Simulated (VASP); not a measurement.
Runs of VASP 6.6.1 on PbSe. The structure is that of space group I4/mmm (No. 139), or close to it. The cells are those of the table. 

```csv
cell,gap on the mesh (eV),pressure (GPa)
"a = 4.410, b = 4.410, c = 4.195 Å, angles 61.6, 61.6, 56.8°, 2 atoms",0.34,2.8
"a = 4.303, b = 4.303, c = 4.390 Å, angles 59.3, 59.3, 61.3°, 2 atoms",(a),(b)
"a = 4.216, b = 4.216, c = 4.999 Å, angles 53.6, 53.6, 72.7°, 2 atoms",none,28.0
"a = 4.822, b = 4.822, c = 3.783 Å, angles 66.9, 66.9, 46.2°, 2 atoms",none,19.3
```

Alike in all rows: task single point; level r2SCAN; potentials or basis VASP PAW PBE potentials, release 64 (Pb_d, Se); no spin polarisation; k mesh 10 × 10 × 10; cutoff (eV) 520; smearing gaussian 0.05 eV.

Problem. Fill in the values left out.

Solution. (a) 0.53; (b) 1.7.

Caveats: the PAW data sets were made with another functional, which shifts forces and pressure a little; spin-orbit coupling is left out, which moves the levels of the heavy elements; the stress differs along the axes, from -4 to 6 GPa (at least some runs); the stress differs along the axes, from -0 to 6 GPa (at least some runs); the stress differs along the axes, from -1 to 85 GPa (at least some runs); the stress differs along the axes, from -3 to 31 GPa (at least some runs); semilocal functionals underestimate gaps, and a narrow one can read as zero (at least some runs).

A k mesh can miss the band edges, and the runs leave out spin-orbit coupling on Pb, Se.

A gap of «none» marks levels without a gap at the run's occupations.
